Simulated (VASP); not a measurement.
# Ag (I4/mmm) in VASP: a series of runs

The runs below take Ag through electric field gradients, with LDA.

All numbers are computed with VASP 6.6.1; they aren't measurements. Logs are shortened: lines on timing, memory, paths and dates and some standing lists are left out, and cuts for length are marked.

### Step 1. The cell of the first run

Symmetry: I4/mmm, No. 139, tetragonal system. Conventional cell: a = 2.918 Å, b = 2.918 Å, c = 4.086 Å, α = 90.00°, β = 90.00°, γ = 90.00°. Within 3.8 Å of Ag (site symmetry 4/mmm) lie 12 Ag at 2.90 to 2.92 Å.

### Step 2. Electric field gradients, LDA (equal xx and yy strain of +1 %)

File INCAR:

```
  ALGO = Normal
  EDIFF = 1E-8
  ENCUT = 400
  GGA_COMPAT = F
  ISIF = 2
  ISMEAR = -1
  LASPH = T
  LCHARG = F
  LEFG = T
  LREAL = F
  LWAVE = F
  NBANDS = 12
  NELM = 120
  PREC = Accurate
  SIGMA = 0.05
```

File KPOINTS:

```
k-points
0
Gamma
  15 15 15
```

File POSCAR:

```
Ag
1.0
    0.0000000000      2.0635310000      2.0431000000
    2.0635310000      0.0000000000      2.0431000000
    2.0635310000      2.0635310000      0.0000000000
Ag
1
Direct
    0.0000000000      0.0000000000      0.0000000000
```

Potentials or basis: VASP PAW LDA potentials, release 64 (Ag).

On the command line:

```
cat potpaw_LDA.64/Ag/POTCAR > POTCAR
mpirun -np 1 vasp_std > vasp.out
```

OUTCAR:

```text
EDIFF = 1E-8
   ENCUT = 400
   ISIF = 2
   ISMEAR = -1
   LASPH = T
   LREAL = F
   NELM = 120
   PREC = Accurate

 ion  position               nearest neighbor table
   1  0.000  0.000  0.000-

  LATTYP: Found a body centered tetragonal cell.
 ALAT       =     2.9182735266
 C/A-ratio  =     1.4002114479

  Lattice vectors:

 A1 = (   0.0000000000,  -2.0635310000,  -2.0431000000)
 A2 = (   0.0000000000,   2.0635310000,  -2.0431000000)
 A3 = (   2.0635310000,   0.0000000000,   2.0431000000)

Analysis of symmetry for initial positions (statically):
=====================================================================
 Subroutine PRICEL returns:
 Original cell was already a primitive cell.

 Routine SETGRP: Setting up the symmetry group for a
 body centered tetragonal supercell.

 Subroutine GETGRP returns: Found 16 space group operations
 (whereof 16 operations were pure point group operations)
 out of a pool of 16 trial point group operations.

The static configuration has the point symmetry D_4h.

Analysis of symmetry for dynamics (positions and initial velocities):
=====================================================================
 Subroutine PRICEL returns:
 Original cell was already a primitive cell.

 Routine SETGRP: Setting up the symmetry group for a
 body centered tetragonal supercell.

 Subroutine GETGRP returns: Found 16 space group operations
 (whereof 16 operations were pure point group operations)
 out of a pool of 16 trial point group operations.

The dynamic configuration has the point symmetry D_4h.

 Subroutine INISYM returns: Found 16 space group operations
 (whereof 16 operations are pure point group operations),
 and found     1 'primitive' translations

----------------------------------------------------------------------------------------

                                     Primitive cell

  volume of cell :      17.3997

  direct lattice vectors                    reciprocal lattice vectors
     0.000000000  2.063531000  2.043100000    -0.242303120  0.242303120  0.244726151
     2.063531000  0.000000000  2.043100000     0.242303120 -0.242303120  0.244726151
     2.063531000  2.063531000  0.000000000     0.242303120  0.242303120 -0.244726151

  length of vectors
     2.903862565  2.903862565  2.918273527     0.421084900  0.421084900  0.421084900

  position of ions in fractional coordinates (direct lattice)
     0.000000000  0.000000000  0.000000000

  ion indices of the primitive-cell ions
   primitive index   ion index
                 1           1

----------------------------------------------------------------------------------------

 KPOINTS: k-points

Automatic generation of k-mesh.
 Grid dimensions read from file:
 generate k-points for:   15   15   15

 Generating k-lattice:

  Cartesian coordinates                     Fractional coordinates (reciprocal lattice)
    -0.016153541  0.016153541  0.016315077     0.066666667  0.000000000  0.000000000
     0.016153541 -0.016153541  0.016315077     0.000000000  0.066666667  0.000000000
     0.016153541  0.016153541 -0.016315077     0.000000000  0.000000000  0.066666667

  Length of vectors
     0.028072327  0.028072327  0.028072327

  Shift w.r.t. Gamma in fractional coordinates (k-lattice)
     0.000000000  0.000000000  0.000000000

 Subroutine IBZKPT returns following result:
 ===========================================

 Found    288 irreducible k-points:

 Following reciprocal coordinates:
            Coordinates               Weight
  0.000000  0.000000  0.000000      1.000000
  0.066667  0.000000  0.000000      8.000000
  0.133333 -0.000000  0.000000      8.000000
  0.200000 -0.000000  0.000000      8.000000
  0.266667 -0.000000  0.000000      8.000000
  0.333333 -0.000000  0.000000      8.000000
[... 16 lines left out ...]
  0.133333  0.133333  0.000000      2.000000
  0.200000  0.133333  0.000000      8.000000
 [... further k-points ...]
   k-points           NKPTS =    288   k-points in BZ     NKDIM =    288   number of bands    NBANDS=     12
   number of dos      NEDOS =    301   number of ions     NIONS =      1
   total plane-waves  NPLWV =   8000
   dimension x,y,z NGX =    20 NGY =   20 NGZ =   20
   dimension x,y,z NGXF=    40 NGYF=   40 NGZF=   40
   ions per type =               1
   NGX,Y,Z   is equivalent  to a cutoff of  11.45, 11.45, 11.39 a.u.
   NGXF,Y,Z  is equivalent  to a cutoff of  22.90, 22.90, 22.79 a.u.
 SYSTEM =  unknown system
   PREC   = accura    normal or accurate (medium, high low for compatibility)
   ISTART =      0    job   : 0-new  1-cont  2-samecut
   ICHARG =      2    charge: 1-file 2-atom 10-const
   ISPIN  =      1    spin polarized calculation?
   LNONCOLLINEAR =      F non collinear calculations
   LSORBIT =      F    spin-orbit coupling
   LASPH  =      T    aspherical Exc in radial PAW
   ENCUT  =  400.0 eV  29.40 Ry    5.42 a.u.   4.74  4.74  4.76*2*pi/ulx,y,z
   NELM   =    120;   NELMIN=  2; NELMDL= -5     # of ELM steps
   EDIFF  = 0.1E-07   stopping-criterion for ELM
   LREAL  =      F    real-space projection
   EDIFFG = 0.1E-06   stopping-criterion for IOM
   NSW    =      0    number of steps for IOM
   IBRION =     -1    ionic relax: 0-MD 1-quasi-New 2-CG
   NFREE  =      0    steps in history (QN), initial steepest desc. (CG)
   ISIF   =      2    stress and relaxation
   ISYM   =      2    0-nonsym 1-usesym 2-fastsym
   POTIM  = 0.5000    time-step for ionic-motion
   TEBEG  =    0.0;   TEEND  =   0.0 temperature during run
   PSTRESS=    0.0 pullay stress
   NELECT =      11.0000    total number of electrons
   NUPDOWN=      -1.0000    fix difference up-down
   EMIN   =  10.00;   EMAX   =-10.00  energy-range for DOS
   EFERMI =   0.00;   METHOD = LEGACY
   ISMEAR =    -1;   SIGMA  =   0.05  broadening in eV -4-tet -1-fermi 0-gaus
   EFERMI_NEDOS =   21; number of points for ismear=-14 and -15
   IALGO  =     38    algorithm
   IMIX   =      4    mixing-type and parameters
     AMIX     =   0.40;   BMIX     =  1.00
     AMIX_MAG =   1.60;   BMIX_MAG =  1.00
  volume/ion in A,a.u.               =      17.40       117.42
  Fermi-wavevector in a.u.,A,eV,Ry     =   1.405050  2.655160 26.860162  1.974166
  Thomas-Fermi vector in A             =   2.527550
   LORBIT       =      0    0 simple, 1 ext, 2 COOP (PROOUT), +10 PAW based schemes
   GGA     = CA    functional components
   LHFCALC =     F    Hartree Fock is set to
   AEXX    =    0.0000 exact exchange contribution
   IVDW    =     0    specifies the selected vdW correction
   LEPSILON=     F    determine dielectric tensor
   LRPA    =     F    only Hartree local field effects (RPA)
 non-spin polarized calculation
  energy-cutoff  :      400.00
  volume of cell :       17.40
 maximum number of plane-waves:       331
   NGX =  9   NGY =  9   NGZ =  9

 number of electron      10.9999996 magnetization

 Free energy of the ion-electron system (eV)
  ---------------------------------------------------
  ext. energy  EPLUGINS =         0.00000000
  ---------------------------------------------------
  free energy    TOTEN  =        -3.73854799 eV

  energy without entropy =       -3.73514912  energy(sigma->0) =       -3.73684856

 E-fermi :   7.9847     XC(G=0): -12.4652

 val. band max:        7.9775426946   @ k =  -0.2667   0.2667   0.0667
 cond. band min:       7.9882937382   @ k =   0.4667   0.4000   0.0667
 fundamental gap:      0.0107510436
 Fermi energy:         7.9847019740

 k-point     1 :       0.0000    0.0000    0.0000
  band No.  band energies     occupation
      1       0.1842      2.00000
      2       3.1398      2.00000
      3       3.1398      2.00000
      4       3.2021      2.00000
      5       4.1456      2.00000
      6       4.2082      2.00000
      7      23.8445      0.00000
      8      27.1828      0.00000
      9      27.1828      0.00000
     10      27.2989      0.00000
     11      32.1936      0.00000
     12      32.9666      0.00000

 k-point     2 :       0.0667    0.0000    0.0000
  band No.  band energies     occupation
      1       0.3209      2.00000
      2       3.1218      2.00000
      3       3.1775      2.00000
      4       3.2268      2.00000
      5       4.1328      2.00000
      6       4.1930      2.00000
      7      23.8549      0.00000
      8      26.1107      0.00000
      9      27.2315      0.00000
     10      27.3085      0.00000
     11      32.0105      0.00000
     12      32.8673      0.00000
[... 316 lines left out ...]
 k-point    24 :       0.2000    0.1333    0.0000
  band No.  band energies     occupation
      1       1.3188      2.00000
      2       2.8055      2.00000
      3       3.5072      2.00000
      4       3.5247      2.00000
      5       3.9548      2.00000
      6       4.3415      2.00000
      7      22.7364      0.00000
      8      24.4141      0.00000
      9      24.6155      0.00000
     10      26.2713      0.00000
     11      29.7151      0.00000
     12      32.8111      0.00000

 [... further k-points ...]

------------------------ aborting loop because EDIFF is reached ----------------------------------------

  FORCE on cell =-STRESS in cart. coord.  units (eV):
  Direction    XX          YY          ZZ          XY          YZ          ZX
  --------------------------------------------------------------------------------------
  -------------------------------------------------------------------------------------
  Total       -1.0222202     -1.0222202     -1.0254836      0.0000000      0.0000000      0.0000000
  in kB      -94.1268270    -94.1268270    -94.4273247      0.0000000      0.0000000      0.0000000
  external PRESSURE =     -94.2269929 kB  Pullay stress =       0.0000000 kB

 VOLUME and BASIS-vectors are now :
 -----------------------------------------------------------------------------
  energy-cutoff  :      400.00
  volume of cell :       17.40
      direct lattice vectors                 reciprocal lattice vectors
     0.000000000  2.063531000  2.043100000    -0.242303120  0.242303120  0.244726151
     2.063531000  0.000000000  2.043100000     0.242303120 -0.242303120  0.244726151
     2.063531000  2.063531000  0.000000000     0.242303120  0.242303120 -0.244726151

 POSITION                                       TOTAL-FORCE (eV/Angst)
 -----------------------------------------------------------------------------------
      0.00000      0.00000      0.00000        -0.000000      0.000000      0.000000
 -----------------------------------------------------------------------------------
    total drift:                               -0.000000     -0.000000     -0.000000

  FREE ENERGIE OF THE ION-ELECTRON SYSTEM (eV)
  ---------------------------------------------------
  free  energy   TOTEN  =        -3.7385479945 eV

  energy  without entropy=       -3.7351491239  energy(sigma->0) =       -3.73684856

 Electric field gradients (V/A^2)
---------------------------------------------------------------------
 ion       V_xx      V_yy      V_zz      V_xy      V_xz      V_yz
---------------------------------------------------------------------
   1      -0.436    -0.436     0.872    -0.000    -0.001    -0.001
---------------------------------------------------------------------

 Electric field gradients after diagonalization (V/A^2)
 (convention: |V_zz| > |V_xx| > |V_yy|)
----------------------------------------------------------------------
 ion       V_xx      V_yy      V_zz     asymmetry (V_yy - V_xx)/ V_zz
----------------------------------------------------------------------
   1      -0.436    -0.436     0.872       0.000
----------------------------------------------------------------------

           NMR quadrupolar parameters

 Cq : quadrupolar parameter    Cq=e*Q*V_zz/h
 eta: asymmetry parameters     (V_yy - V_xx)/ V_zz
 Q  : nuclear electric quadrupole moment in mb (millibarn)
----------------------------------------------------------------------
 ion       Cq(MHz)       eta       Q (mb)
----------------------------------------------------------------------
   1       0.002       0.000       1.000
----------------------------------------------------------------------
```

It took 60 s on 1 thread of Intel Xeon 8259CL, shared host; peak memory 0.12 GiB.

Results:

| Item | Value |
| --- | --- |
| Free energy | -3.7385 eV |
| Pressure | -9.4 GPa |
| Band gap on the k mesh | zero (an odd number of electrons rules out a gap without spin polarisation) |
| Largest electric field gradient by atom | Ag +0.9 V/Å² |

Electric field gradients, principal values (V/Å²):
```tsv
atom	least	middle	greatest (by size)
1 Ag	-0.436	-0.436	0.872
```

Caveat: the cell differs from its parent crystal (equal xx and yy strain of +1 %); the cell stands under tension; without QUAD_EFG the Cq values of the log hold for a quadrupole moment of 1 mb, not for the nuclei.

### Step 3. Electric field gradients, LDA (equal xx and yy strain of +1 %)

File INCAR:

```
SYSTEM = Ag
PREC     = Accurate       ! precision mode
ENCUT    = 400            ! plane-wave cutoff, eV
EDIFF    = 1E-8           ! SCF threshold, eV
ISMEAR   = -1             ! smearing method
SIGMA    = 0.05           ! smearing width, eV
LREAL    = .False.        ! projectors in reciprocal space
LASPH    = .True.         ! aspherical terms in the spheres
NELM     = 120            ! most SCF steps
ALGO     = Normal         ! electronic algorithm
ISIF     = 2              ! what is computed and relaxed
LWAVE    = .False.        ! write WAVECAR
LCHARG   = .False.        ! write CHGCAR
GGA      = CA             ! functional
LEFG     = .True.       
NBANDS   = 12             ! bands
GGA_COMPAT= .False.
```

File KPOINTS:

```
regular mesh
0
Gamma
  15 15 15
  0 0 0
```

POSCAR is that of step 2.

Potentials or basis: VASP PAW LDA potentials, release 64 (Ag).

On the command line:

```
cat potpaw_LDA.64/Ag/POTCAR > POTCAR
mpirun -np 1 vasp_std > vasp.out
```

OUTCAR:

```text
SYSTEM = Ag
   PREC = Accurate
   ENCUT = 400
   EDIFF = 1E-8
   ISMEAR = -1
   LREAL = .False.
   LASPH = .True.
   NELM = 120
   ISIF = 2
   GGA = CA

 ion  position               nearest neighbor table
   1  0.000  0.000  0.000-

  LATTYP: Found a body centered tetragonal cell.
 ALAT       =     2.9182735266
 C/A-ratio  =     1.4002114479

  Lattice vectors:

 A1 = (   0.0000000000,  -2.0635310000,  -2.0431000000)
 A2 = (   0.0000000000,   2.0635310000,  -2.0431000000)
 A3 = (   2.0635310000,   0.0000000000,   2.0431000000)
[... 564 lines left out ...]
    total drift:                               -0.000000     -0.000000     -0.000000

  FREE ENERGIE OF THE ION-ELECTRON SYSTEM (eV)
  ---------------------------------------------------
  free  energy   TOTEN  =        -3.7385479945 eV

  energy  without entropy=       -3.7351491239  energy(sigma->0) =       -3.73684856

 Electric field gradients (V/A^2)
---------------------------------------------------------------------
 ion       V_xx      V_yy      V_zz      V_xy      V_xz      V_yz
---------------------------------------------------------------------
   1      -0.436    -0.436     0.872    -0.000    -0.001    -0.001
---------------------------------------------------------------------

 Electric field gradients after diagonalization (V/A^2)
 (convention: |V_zz| > |V_xx| > |V_yy|)
----------------------------------------------------------------------
 ion       V_xx      V_yy      V_zz     asymmetry (V_yy - V_xx)/ V_zz
----------------------------------------------------------------------
   1      -0.436    -0.436     0.872       0.000
----------------------------------------------------------------------

           NMR quadrupolar parameters

 Cq : quadrupolar parameter    Cq=e*Q*V_zz/h
 eta: asymmetry parameters     (V_yy - V_xx)/ V_zz
 Q  : nuclear electric quadrupole moment in mb (millibarn)
----------------------------------------------------------------------
 ion       Cq(MHz)       eta       Q (mb)
----------------------------------------------------------------------
   1       0.002       0.000       1.000
----------------------------------------------------------------------
```

OSZICAR:

```text
N       E                     dE             d eps       ncg     rms          rms(c)
DAV:   1     0.408522035982E+02    0.40852E+02   -0.46243E+03  7224   0.656E+02
DAV:   2    -0.343393884927E+01   -0.44286E+02   -0.41948E+02  8092   0.167E+02
DAV:   3    -0.404683090313E+01   -0.61289E+00   -0.61258E+00  8104   0.209E+01
DAV:   4    -0.404868460503E+01   -0.18537E-02   -0.18536E-02  8052   0.121E+00
DAV:   5    -0.404869963716E+01   -0.15032E-04   -0.15033E-04  8184   0.966E-02    0.519E+00
DAV:   6    -0.375223982403E+01    0.29646E+00   -0.12530E+00  7392   0.976E+00    0.330E+00
DAV:   7    -0.374285576642E+01    0.93841E-02   -0.56317E-03  8028   0.696E-01    0.187E+00
DAV:   8    -0.373853782641E+01    0.43179E-02   -0.84770E-04  7912   0.216E-01    0.635E-02
DAV:   9    -0.373854882884E+01   -0.11002E-04   -0.76761E-06  8112   0.169E-02    0.150E-02
DAV:  10    -0.373854800829E+01    0.82055E-06   -0.16938E-06  8192   0.976E-03    0.223E-03
DAV:  11    -0.373854799391E+01    0.14387E-07   -0.34217E-08  7812   0.132E-03    0.580E-04
DAV:  12    -0.373854799451E+01   -0.60209E-09   -0.10560E-09  4864   0.299E-04
   1 F= -.37385480E+01 E0= -.37368486E+01  d E =-.339887E-02
```

stdout:

```text
POSCAR found type information on POSCAR Ag
 POSCAR found :  1 types and       1 ions
 scaLAPACK will be used
 LDA part: xc-table for (Slater(with rela. corr.)+CA(PZ))
 , standard interpolation
 POSCAR, INCAR and KPOINTS ok, starting setup
 FFT: planning ... GRIDC
 FFT: planning ... GRID_SOFT
 FFT: planning ... GRID
 WAVECAR not read
 entering main loop
ion   1
```

Wall time 57 s (1 thread of Intel Xeon 8259CL, shared host); peak memory 0.12 GiB.

Results:

```
Free energy                             : -3.7385 eV
Pressure                                : -9.4 GPa
Band gap on the k mesh                  : zero (an odd number of electrons rules out a gap without spin polarisation)
Largest electric field gradient by atom : Ag +0.9 V/Å²
```

Levels at points of the mesh, in eV from the Fermi level:
```csv
k point,band 2,band 3,band 4,band 5,band 6,band 7,band 8,band 9,band 10,band 11
"(0.00, 0.00, 0.00)",-4.84,-4.84,-4.78,-3.84,-3.78,15.86,19.20,19.20,19.31,24.21
```

Electric field gradients, principal values (V/Å²):
```
atom   least  middle  greatest (by size)
1 Ag  -0.436  -0.436               0.872
```

Caveat: the cell differs from its parent crystal (equal xx and yy strain of +1 %); the cell stands under tension; without QUAD_EFG the Cq values of the log hold for a quadrupole moment of 1 mb, not for the nuclei.
